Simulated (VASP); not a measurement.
The system is Sn.

```xyz
2
Lattice="0.0000 3.1673 3.1673 3.1673 0.0000 3.1673 3.1673 3.1673 0.0000" Properties=species:S:1:pos:R:3 pbc="T T T"
Sn    4.7510    4.7510    4.7510
Sn    3.1673    3.1673    3.1673
```

This cell differs from its parent crystal: volume scaled by 0.94.

Base run:

- Program: VASP 6.6.1
- Functional: PBEsol
- Potentials or basis: VASP PAW PBE potentials, release 64 (Sn_d)
- Cutoff: 520 eV
- k mesh: 7 × 7 × 7
- Occupations: fermi-dirac, width 0.05 eV
- Spin: no spin polarisation

Its results: band gap on the k mesh zero (filled and empty bands touch); pressure 4.9 GPa.

Q: The run is repeated on the same cell with these changes: functional from PBEsol to BLYP; further incar settings from ALGO = Fast; EDIFF = 1e-06; NBANDS = 21 to ALGO = Normal; EDIFF = 1e-07; NBANDS = 21. What comes out?

A: Band gap on the k mesh zero (filled and empty bands touch); pressure 10.6 GPa.

Caveats: the PAW data sets were made with another functional, which shifts forces and pressure a little; spin-orbit coupling is left out, which moves the levels of the heavy elements.
